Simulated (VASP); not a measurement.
Set up this calculation in VASP 6.6.1, as the native input.

| Property | Result |
| --- | --- |
| Task | relaxation of cell and atoms |
| Functional | PBE |
| Potentials or basis | VASP PAW PBE potentials, release 64 (Zr_sv, Nb_sv, N) |
| Cutoff | 600 eV |
| k mesh | 8 × 8 × 10 |
| Occupations | gaussian, width 0.1 eV |
| Spin | no spin polarisation |
| Dipole correction | no |
| Further INCAR settings | ALGO = Normal; EDIFF = 1e-07; IBRION = 2; EDIFFG = -0.01; NSW = 100; ISIF = 3 |

The structure of Zr2NbN3 lies in POSCAR:

```
Zr2NbN3
1.0
    4.9956001572      0.0000000000      0.0000000000
    0.0000000000      4.9956001572      0.0000000000
    0.0000000000      0.0000000000      4.0664819681
Zr Nb N
2 1 3
Direct
    0.5000000000      0.0000000000      0.0000000000
    0.0000000000      0.5000000000      0.0000000000
    0.0000000000      0.0000000000      0.0000000000
    0.0000000000      0.0000000000      0.5000000000
    0.5000000000      0.5000000000      0.1598830789
    0.5000000000      0.5000000000      0.8401169211
```

The cell was built from a structure type or drawn by symmetry, and may not be a known phase.

The input as run:

INCAR

```
SYSTEM = Zr2NbN3
PREC = Accurate
ENCUT = 600
EDIFF = 1E-7
ISMEAR = 0
SIGMA = 0.1
LREAL = .FALSE.
LASPH = .TRUE.
NELM = 120
ALGO = Normal
ISIF = 3
LWAVE = .FALSE.
LCHARG = .FALSE.
GGA = PE
IBRION = 2
NSW = 100
EDIFFG = -0.01
GGA_COMPAT = .FALSE.
NELMIN = 4
```

KPOINTS

```
Automatic mesh
0
G
  8 8 10
  0 0 0
```

Potentials or basis: VASP PAW PBE potentials, release 64 (Zr_sv, Nb_sv, N).

Launch:

```console
$ cat potpaw_PBE.64/Zr_sv/POTCAR potpaw_PBE.64/Nb_sv/POTCAR potpaw_PBE.64/N/POTCAR > POTCAR
$ mpirun -np 1 vasp_std > vasp.out
```

Results of the run:

| Item | Value |
| --- | --- |
| Relaxed volume | 17.25 Å³/atom |
| Relaxed cell | a = 5.035 Å, b = 5.035 Å, c = 4.084 Å, α = 90.00°, β = 90.00°, γ = 90.00° |
| Space group after relaxing (to 0.1 Å) | P4/mmm (No. 123) |
| Energy gained by relaxing | 2.4 meV/atom |
| Ionic steps | 9 |
| Pressure after relaxing | 0.0 GPa |
| Largest force after relaxing | 0.003 eV/Å |
| Band gap on the k mesh | zero (bands 26 and 27 overlap by 1.13 eV) |

Wall time 50 min on 1 thread of Intel Xeon 8259CL (shared host), peak memory 0.47 GiB.
